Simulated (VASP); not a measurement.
Here is a VASP 6.6.1 calculation.

The input INCAR:

```
PREC     = Accurate       # precision mode
ENCUT    = 500            # plane-wave cutoff, eV
EDIFF    = 1E-6           # SCF threshold, eV
ISMEAR   = 0              # smearing method
SIGMA    = 0.05           # smearing width, eV
LREAL    = False          # projectors in reciprocal space
LASPH    = True           # aspherical terms in the spheres
NELM     = 120            # most SCF steps
ALGO     = Normal         # electronic algorithm
ISIF     = 2              # what is computed and relaxed
LWAVE    = False          # write WAVECAR
LCHARG   = False          # write CHGCAR
GGA      = PS             # functional
NBANDS   = 16             # bands
GGA_COMPAT= False
```

KPOINTS

```
regular mesh
0
Gamma
  10 10 10
```

The input POSCAR:

```
HgP
1.0
    0.0000000000      2.5788220490      2.5788220490
    2.5788220490      0.0000000000      2.5788220490
    2.5788220490      2.5788220490      0.0000000000
Hg P
1 1
Direct
    0.0000000000      0.0000000000      0.0000000000
    0.2500000000      0.2500000000      0.2500000000
```

Potentials or basis: VASP PAW PBE potentials, release 64 (Hg, P).

Run with:

```sh
$ cat potpaw_PBE.64/Hg/POTCAR potpaw_PBE.64/P/POTCAR > POTCAR
$ mpirun -np 1 vasp_std > vasp.out
```

(1) What does it give for the band gap on the k mesh?

(2) What does it give for the pressure?

Results:

(1) zero (an odd number of electrons rules out a gap without spin polarisation).

(2) 54.6 GPa.

Caveat: the cell stands under pressure; the PAW data sets were made with another functional, which shifts forces and pressure a little; spin-orbit coupling is left out, which moves the levels of the heavy elements.
